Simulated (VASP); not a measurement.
# Yb (P6_3/mmc) in VASP: notebook

The runs below take Yb through single point, with PBE, BLYP, RPBE.

Everything below comes from runs of VASP 6.6.1. Logs are shortened: lines on timing, memory, paths and dates and some standing lists are left out, and cuts for length are marked.

## (1) The cell of the first run

The structure is hexagonal, space group P6_3/mmc (No. 194). The conventional cell has a = 3.680 Å, b = 3.680 Å, c = 5.989 Å, α = 90.00°, β = 90.00°, γ = 120.00°. Within 4.8 Å of Yb (site symmetry -6m2) lie 12 Yb at 3.67 to 3.68 Å.

This isn't the form of Yb at room conditions, which is fcc.

## (2) Single point, PBE, collinear spin, ferromagnetic start

Input file INCAR:

```
  ALGO = Normal
  EDIFF = 1E-6
  ENCUT = 520
  GGA = PE
  ISIF = 2
  ISMEAR = -1
  ISPIN = 2
  LASPH = T
  LCHARG = F
  LMAXMIX = 6
  LORBIT = 11
  LREAL = F
  LWAVE = F
  MAGMOM = 1 1
  NBANDS = 35
  NELM = 150
  PREC = Accurate
  SIGMA = 0.05
```

Input file KPOINTS:

```
k-points
0
Gamma
  6 6 3
```

Input file POSCAR:

```
Yb
1.0
    3.6803307587      0.0000000000      0.0000000000
   -1.8401653794      3.1872599314      0.0000000000
    0.0000000000      0.0000000000      5.9891046940
Yb
2
Direct
    0.6666666667      0.3333333333      0.7500000000
    0.3333333333      0.6666666667      0.2500000000
```

Potentials or basis: VASP PAW PBE potentials, release 64 (Yb).

Launch:

```bash
$ cat potpaw_PBE.64/Yb/POTCAR > POTCAR
$ mpirun -np 1 vasp_std > vasp.out
```

OUTCAR:

```text
EDIFF = 1E-6
   ENCUT = 520
   GGA = PE
   ISIF = 2
   ISMEAR = -1
   ISPIN = 2
   LASPH = T
   LORBIT = 11
   LREAL = F
   NELM = 150
   PREC = Accurate

 ion  position               nearest neighbor table
   1  0.667  0.333  0.750-   2 3.67   2 3.67   2 3.67   2 3.67   2 3.67   2 3.67
   2  0.333  0.667  0.250-   1 3.67   1 3.67   1 3.67   1 3.67   1 3.67   1 3.67

  LATTYP: Found a hexagonal cell.
 ALAT       =     3.6803307587
 C/A-ratio  =     1.6273278373

  Lattice vectors:

 A1 = (   3.6803307587,   0.0000000000,   0.0000000000)
 A2 = (  -1.8401653794,   3.1872599314,   0.0000000000)
 A3 = (   0.0000000000,   0.0000000000,   5.9891046940)

Analysis of symmetry for initial positions (statically):
=====================================================================
 Subroutine PRICEL returns:
 Original cell was already a primitive cell.

 Routine SETGRP: Setting up the symmetry group for a
 hexagonal supercell.

 Subroutine GETGRP returns: Found 24 space group operations
 (whereof 12 operations were pure point group operations)
 out of a pool of 24 trial point group operations.

The static configuration has the point symmetry D_3d.
 The point group associated with its full space group is D_6h.

Analysis of symmetry for dynamics (positions and initial velocities):
=====================================================================
 Subroutine PRICEL returns:
 Original cell was already a primitive cell.

 Routine SETGRP: Setting up the symmetry group for a
 hexagonal supercell.

 Subroutine GETGRP returns: Found 24 space group operations
 (whereof 12 operations were pure point group operations)
 out of a pool of 24 trial point group operations.

The dynamic configuration has the point symmetry D_3d.
 The point group associated with its full space group is D_6h.

Analysis of structural, dynamic, and magnetic symmetry:
=====================================================================
 Subroutine PRICEL returns:
 Original cell was already a primitive cell.

 Routine SETGRP: Setting up the symmetry group for a
 hexagonal supercell.

 Subroutine GETGRP returns: Found 24 space group operations
 (whereof 12 operations were pure point group operations)
 out of a pool of 24 trial point group operations.

The overall configuration has the point symmetry D_3d.
 The point group associated with its full space group is D_6h.

 Subroutine INISYM returns: Found 24 space group operations
 (whereof 12 operations are pure point group operations),
 and found     1 'primitive' translations

----------------------------------------------------------------------------------------

                                     Primitive cell

  volume of cell :      70.2532

  direct lattice vectors                    reciprocal lattice vectors
     3.680330759  0.000000000  0.000000000     0.271714709  0.156874560  0.000000000
    -1.840165379  3.187259931  0.000000000     0.000000000  0.313749120  0.000000000
     0.000000000  0.000000000  5.989104694     0.000000000  0.000000000  0.166969865

  length of vectors
     3.680330759  3.680330759  5.989104694     0.313749120  0.313749120  0.166969865

  position of ions in fractional coordinates (direct lattice)
     0.666666667  0.333333333  0.750000000
     0.333333333  0.666666667  0.250000000

  ion indices of the primitive-cell ions
   primitive index   ion index
                 1           1
                 2           2

----------------------------------------------------------------------------------------

 KPOINTS: k-points

Automatic generation of k-mesh.
 Grid dimensions read from file:
 generate k-points for:    6    6    3

 Generating k-lattice:

  Cartesian coordinates                     Fractional coordinates (reciprocal lattice)
     0.045285785  0.026145760  0.000000000     0.166666667  0.000000000  0.000000000
     0.000000000  0.052291520  0.000000000     0.000000000  0.166666667  0.000000000
     0.000000000  0.000000000  0.055656622     0.000000000  0.000000000  0.333333333

  Length of vectors
     0.052291520  0.052291520  0.055656622

  Shift w.r.t. Gamma in fractional coordinates (k-lattice)
     0.000000000  0.000000000  0.000000000

 Subroutine IBZKPT returns following result:
 ===========================================

 Found     14 irreducible k-points:

 Following reciprocal coordinates:
            Coordinates               Weight
  0.000000  0.000000  0.000000      1.000000
  0.166667 -0.000000  0.000000      6.000000
  0.333333  0.000000  0.000000      6.000000
  0.500000  0.000000  0.000000      3.000000
  0.166667  0.166667  0.000000      6.000000
  0.333333  0.166667  0.000000     12.000000
  0.333333  0.333333  0.000000      2.000000
  0.000000  0.000000  0.333333      2.000000
  0.166667 -0.000000  0.333333     12.000000
  0.333333  0.000000  0.333333     12.000000
  0.500000  0.000000  0.333333      6.000000
  0.166667  0.166667  0.333333     12.000000
  0.333333  0.166667  0.333333     24.000000
  0.333333  0.333333  0.333333      4.000000
   k-points           NKPTS =     14   k-points in BZ     NKDIM =     14   number of bands    NBANDS=     35
   number of dos      NEDOS =    301   number of ions     NIONS =      2
   total plane-waves  NPLWV =  37632
   dimension x,y,z NGX =    28 NGY =   28 NGZ =   48
   dimension x,y,z NGXF=    56 NGYF=   56 NGZF=   96
   ions per type =               2
   NGX,Y,Z   is equivalent  to a cutoff of  12.65, 12.65, 13.32 a.u.
   NGXF,Y,Z  is equivalent  to a cutoff of  25.30, 25.30, 26.65 a.u.
 SYSTEM =  unknown system
   PREC   = accura    normal or accurate (medium, high low for compatibility)
   ISTART =      0    job   : 0-new  1-cont  2-samecut
   ICHARG =      2    charge: 1-file 2-atom 10-const
   ISPIN  =      2    spin polarized calculation?
   LNONCOLLINEAR =      F non collinear calculations
   LSORBIT =      F    spin-orbit coupling
   LASPH  =      T    aspherical Exc in radial PAW
   ENCUT  =  520.0 eV  38.22 Ry    6.18 a.u.   6.84  6.84 11.14*2*pi/ulx,y,z
   NELM   =    150;   NELMIN=  2; NELMDL= -5     # of ELM steps
   EDIFF  = 0.1E-05   stopping-criterion for ELM
   LREAL  =      F    real-space projection
   EDIFFG = 0.1E-04   stopping-criterion for IOM
   NSW    =      0    number of steps for IOM
   IBRION =     -1    ionic relax: 0-MD 1-quasi-New 2-CG
   NFREE  =      0    steps in history (QN), initial steepest desc. (CG)
   ISIF   =      2    stress and relaxation
   ISYM   =      2    0-nonsym 1-usesym 2-fastsym
   POTIM  = 0.5000    time-step for ionic-motion
   TEBEG  =    0.0;   TEEND  =   0.0 temperature during run
   PSTRESS=    0.0 pullay stress
   NELECT =      48.0000    total number of electrons
   NUPDOWN=      -1.0000    fix difference up-down
   EMIN   =  10.00;   EMAX   =-10.00  energy-range for DOS
   EFERMI =   0.00;   METHOD = LEGACY
   ISMEAR =    -1;   SIGMA  =   0.05  broadening in eV -4-tet -1-fermi 0-gaus
   EFERMI_NEDOS =   21; number of points for ismear=-14 and -15
   IALGO  =     38    algorithm
   IMIX   =      4    mixing-type and parameters
     AMIX     =   0.40;   BMIX     =  1.00
     AMIX_MAG =   1.60;   BMIX_MAG =  1.00
  volume/ion in A,a.u.               =      35.13       237.05
  Fermi-wavevector in a.u.,A,eV,Ry     =   1.441893  2.724783 28.287283  2.079057
  Thomas-Fermi vector in A             =   2.560475
   LORBIT       =     11    0 simple, 1 ext, 2 COOP (PROOUT), +10 PAW based schemes
   GGA     = PE    functional components
   LHFCALC =     F    Hartree Fock is set to
   AEXX    =    0.0000 exact exchange contribution
   IVDW    =     0    specifies the selected vdW correction
   LEPSILON=     F    determine dielectric tensor
   LRPA    =     F    only Hartree local field effects (RPA)
 spin polarized calculation
  energy-cutoff  :      520.00
  volume of cell :       70.25
 maximum number of plane-waves:      1914
 NGX is ok and might be reduce to    28
   NGX = 13   NGY = 13   NGZ = 23

 number of electron      48.0000007 magnetization      -0.0147125

 number of electron      48.0000007 magnetization       0.0243605

 Free energy of the ion-electron system (eV)
  ---------------------------------------------------
  ext. energy  EPLUGINS =         0.00000000
  ---------------------------------------------------
  free energy    TOTEN  =        -7.10938721 eV

  energy without entropy =       -7.06688647  energy(sigma->0) =       -7.08813684

 E-fermi :   1.6308     XC(G=0):  -9.5422

 val. band max:        1.6296169051   @ k =   0.3333   0.0000   0.0000
 cond. band min:       1.6578929361   @ k =   0.3333   0.3333   0.3333
 fundamental gap:      0.0282760310
 Fermi energy:         1.6308219985

 spin component 1

 k-point     1 :       0.0000    0.0000    0.0000
  band No.  band energies     occupation
      1     -50.0697      1.00000
      2     -50.0510      1.00000
      3     -22.6085      1.00000
      4     -22.2861      1.00000
      5     -22.2861      1.00000
      6     -22.2396      1.00000
[... 27 lines left out ...]
     34       7.7003      0.00000
     35       8.9906      0.00000
[... 462 lines left out ...]
      4     -22.5161      1.00000
      5     -22.4792      1.00000
      6     -22.4242      1.00000
[... 27 lines left out ...]
     34       8.0577      0.00000
     35      10.2761      0.00000
 Fermi energy:         1.6308219985

 spin component 2

 k-point     1 :       0.0000    0.0000    0.0000
  band No.  band energies     occupation
      1     -50.0688      1.00000
      2     -50.0501      1.00000
      3     -22.6063      1.00000
      4     -22.2835      1.00000
      5     -22.2835      1.00000
      6     -22.2380      1.00000
[... 27 lines left out ...]
     34       7.7083      0.00000
     35       8.9972      0.00000
[... 463 lines left out ...]
      5     -22.4766      1.00000
      6     -22.4216      1.00000
[... 27 lines left out ...]
     34       8.0648      0.00000
     35      10.2836      0.00000

------------------------ aborting loop because EDIFF is reached ----------------------------------------

  FORCE on cell =-STRESS in cart. coord.  units (eV):
  Direction    XX          YY          ZZ          XY          YZ          ZX
  --------------------------------------------------------------------------------------
  -------------------------------------------------------------------------------------
  Total        1.2891274      1.2891274      1.4321379     -0.0000000      0.0000000      0.0000000
  in kB       29.3995168     29.3995168     32.6609775     -0.0000000      0.0000000      0.0000000
  external PRESSURE =      30.4866704 kB  Pullay stress =       0.0000000 kB

 VOLUME and BASIS-vectors are now :
 -----------------------------------------------------------------------------
  energy-cutoff  :      520.00
  volume of cell :       70.25
      direct lattice vectors                 reciprocal lattice vectors
     3.680330759  0.000000000  0.000000000     0.271714709  0.156874560  0.000000000
    -1.840165379  3.187259931  0.000000000     0.000000000  0.313749120  0.000000000
     0.000000000  0.000000000  5.989104694     0.000000000  0.000000000  0.166969865

 POSITION                                       TOTAL-FORCE (eV/Angst)
 -----------------------------------------------------------------------------------
      1.84017      1.06242      4.49183         0.000000     -0.000000      0.000000
     -0.00000      2.12484      1.49728        -0.000000      0.000000      0.000000
 -----------------------------------------------------------------------------------
    total drift:                               -0.000000      0.000000     -0.000000

  FREE ENERGIE OF THE ION-ELECTRON SYSTEM (eV)
  ---------------------------------------------------
  free  energy   TOTEN  =        -7.1093872102 eV

  energy  without entropy=       -7.0668864727  energy(sigma->0) =       -7.08813684

 total charge

# of ion       s       p       d       f       tot
--------------------------------------------------
    1        2.225   5.986   0.292  13.598  22.101
    2        2.225   5.986   0.292  13.598  22.101
--------------------------------------------------
tot          4.451  11.972   0.583  27.195  44.201

 magnetization (x)

# of ion       s       p       d       f       tot
--------------------------------------------------
    1       -0.000   0.001   0.003  -0.002   0.003
    2       -0.000   0.001   0.003  -0.002   0.003
--------------------------------------------------
tot         -0.000   0.003   0.006  -0.004   0.005
```

It took 5 min on 1 thread of Intel Xeon 6975P-C (Granite Rapids), shared host; peak memory 0.26 GiB.

What came out:

| Quantity | Value |
| --- | --- |
| Free energy | -7.1094 eV |
| Pressure | 3.0 GPa |
| Band gap on the k mesh | zero (filled and empty bands overlap) |
| Net moment | 0.02 μB per cell |
| Valence electrons inside the program's atomic spheres | Yb 22.10 |

Caveat: the cell stands under pressure; spin-orbit coupling is left out, which moves the levels of the heavy elements. The state reached can hang on the start; a lower one may exist.

## (3) Single point, BLYP, collinear spin, ferromagnetic start

This run uses another cell than the first one, of 36.98 Å³/atom.

Input file INCAR:

```
PREC = Accurate ; ENCUT = 520
EDIFF = 1E-7 ; ISMEAR = -1
SIGMA = 0.05 ; LREAL = F
LASPH = T ; NELM = 150
ALGO = Normal ; ISIF = 2
LWAVE = F ; LCHARG = F
ISPIN = 2 ; MAGMOM = 1 1
LORBIT = 11 ; LMAXMIX = 6
GGA = B5 ; ALDAX = 1.0
AGGAX = 1.0 ; AGGAC = 1.0
ALDAC = 0.0 ; NBANDS = 35
```

Input file KPOINTS:

```
regular mesh
0
Gamma
  6 6 3
```

Input file POSCAR:

```
Yb
1.0
    3.7574696334      0.0000000000      0.0000000000
   -1.8787348167      3.2540641565      0.0000000000
    0.0000000000      0.0000000000      6.0495603893
Yb
2
Direct
    0.6666666667      0.3333333333      0.7500000000
    0.3333333333      0.6666666667      0.2500000000
```

Potentials or basis: VASP PAW PBE potentials, release 64 (Yb).

Launch:

```bash
$ cat potpaw_PBE.64/Yb/POTCAR > POTCAR
$ mpirun -np 1 vasp_std > vasp.out
```

Run time: 6.2 min. Hardware: 1 thread of Intel Xeon 6975P-C (Granite Rapids), shared host; peak memory 0.25 GiB.

It converged, with:

* Free energy: -5.4816 eV
* Pressure: -0.3 GPa
* Band gap on the k mesh: zero (filled and empty bands overlap)
* Net moment: 0.00 μB per cell
* Valence electrons inside the program's atomic spheres: Yb 22.09

Levels at points of the mesh, in eV from the Fermi level:
Spin up:
```tsv
k point	band 20	band 21	band 22	band 23	band 24	band 25	band 26	band 27	band 28	band 29
(0.00, 0.00, 0.00)	-0.39	-0.36	-0.36	-0.33	-0.33	0.56	2.63	2.63	2.73	3.20
(0.50, 0.00, 0.00)	-0.36	-0.35	-0.35	-0.33	-0.33	-0.06	0.19	1.74	2.42	2.43
```
Spin down:
```
           k point  band 22  band 23  band 24  band 25  band 26  band 27
(0.00, 0.00, 0.00)    -0.36    -0.33    -0.33     0.56     2.63     2.63
(0.50, 0.00, 0.00)    -0.35    -0.34    -0.33    -0.06     0.19     1.74
```

Caveat: the PAW data sets were made with another functional, which shifts forces and pressure a little; spin-orbit coupling is left out, which moves the levels of the heavy elements. The state reached can hang on the start; a lower one may exist.

[end of part 1 of 2]
